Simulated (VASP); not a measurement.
Write the native input for VASP 6.6.1 that does the following.

| Item | Value |
| --- | --- |
| Task | electric field gradients |
| Functional | PBE |
| Potentials or basis | VASP PAW PBE potentials, release 64 (Ba_sv, Ti_sv, O) |
| Cutoff | 520 eV |
| k mesh | 8 × 8 × 8 |
| Occupations | fermi-dirac, width 0.05 eV |
| Spin | no spin polarisation |
| Dipole correction | no |
| Further INCAR settings | ALGO = Normal; EDIFF = 1e-08; NBANDS = 28 |

The structure of BaTiO3 lies in POSCAR:

```
BaTiO3
1.0
    4.0073000000      0.0000000000      0.0000000000
    0.0000000000      4.0073000000      0.0000000000
    0.0000000000      0.0000000000      4.0073000000
Ba Ti O
1 1 3
Direct
    0.5000000000      0.5000000000      0.5000000000
    0.0000000000      0.0000000000      0.0000000000
    0.5000000000      0.0000000000      0.0000000000
    0.0000000000      0.5000000000      0.0000000000
    0.0000000000      0.0000000000      0.5000000000
```

These files were run (other wordings do the same):

INCAR

```
SYSTEM = BaTiO3
PREC = Accurate
ENCUT = 520
EDIFF = 1E-8
ISMEAR = -1
SIGMA = 0.05
LREAL = .False.
LASPH = .True.
NELM = 100
ALGO = Normal
ISIF = 2
LWAVE = .False.
LCHARG = .False.
GGA = PE
LEFG = .True.
NBANDS = 28
```

KPOINTS

```
regular mesh
0
Gamma
  8 8 8
  0 0 0
```

Potentials or basis: VASP PAW PBE potentials, release 64 (Ba_sv, Ti_sv, O).

Command:

```sh
$ cat potpaw_PBE.64/Ba_sv/POTCAR potpaw_PBE.64/Ti_sv/POTCAR potpaw_PBE.64/O/POTCAR > POTCAR
$ mpirun -np 1 vasp_std > vasp.out
```

Results of the run:

```yaml
Pressure: 3.2 GPa
Band_gap_on_the_k_mesh: 1.74 eV (least direct gap 1.89 eV)
Largest_electric_field_gradient_by_atom: Ba -0.0; Ti +0.0; O +25.2 V/Å²
```

Caveat: the cell stands under pressure; without QUAD_EFG the Cq values of the log hold for a quadrupole moment of 1 mb, not for the nuclei; spin-orbit coupling is left out, which moves the levels of the heavy elements.

Run time: 120 s on 1 thread of AMD EPYC 7571 (shared host), peak memory 0.18 GiB.
